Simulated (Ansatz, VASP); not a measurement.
# One calculation of FeGe, two programs

```
Fe Ge
1.0
     4.45169    0.00000    0.00000
     0.00000    4.45169    0.00000
     0.00000    0.00000    4.45169
Fe Ge
4 4
Cartesian
  0.6112 0.6112 0.6112
  1.6146 3.8404 2.8371
  2.8371 1.6146 3.8404
  3.8404 2.8371 1.6146
  3.7381 3.7381 3.7381
  2.9395 0.7136 1.5122
  1.5122 2.9395 0.7136
  0.7136 1.5122 2.9395
```

Alike in both runs: functional LDA; k mesh 10 × 10 × 10; occupations gaussian, width 0.03 eV; no spin polarisation.

Ansatz relaxed the structure, and its values are those at the end. VASP's run is a single point on that final structure, the one shown.

|  | VASP | Ansatz |
| --- | --- | --- |
| version | VASP 6.6.1 | Ansatz 0.2.0 |
| potentials or method | VASP PAW LDA potentials, release 64 (Fe, Ge_d), cutoff 520 eV | scalar-relativistic, plane waves, PAW |
| valence electrons in the cell | 88 | 120 |

Ansatz gave:

- gap on the k mesh at the Fermi level (eV): 0.09
- least direct gap on the mesh (eV): 0.13
- pressure (GPa): 13.7
- rms of the force components (eV/Å): 0.001

Estimate VASP's values.

gap on the k mesh at the Fermi level (eV): 0.09; least direct gap on the mesh (eV): 0.13; pressure (GPa): 14.9; rms of the force components (eV/Å): 0.022.

LDA's correlation is that of Perdew and Zunger in VASP and of Perdew and Wang (1992) in Ansatz. VASP's potentials hold 88 valence electrons a cell and Ansatz's 120, so a difference there can come from the potentials and not from the codes. Ansatz's warnings: stress scf threshold loose.
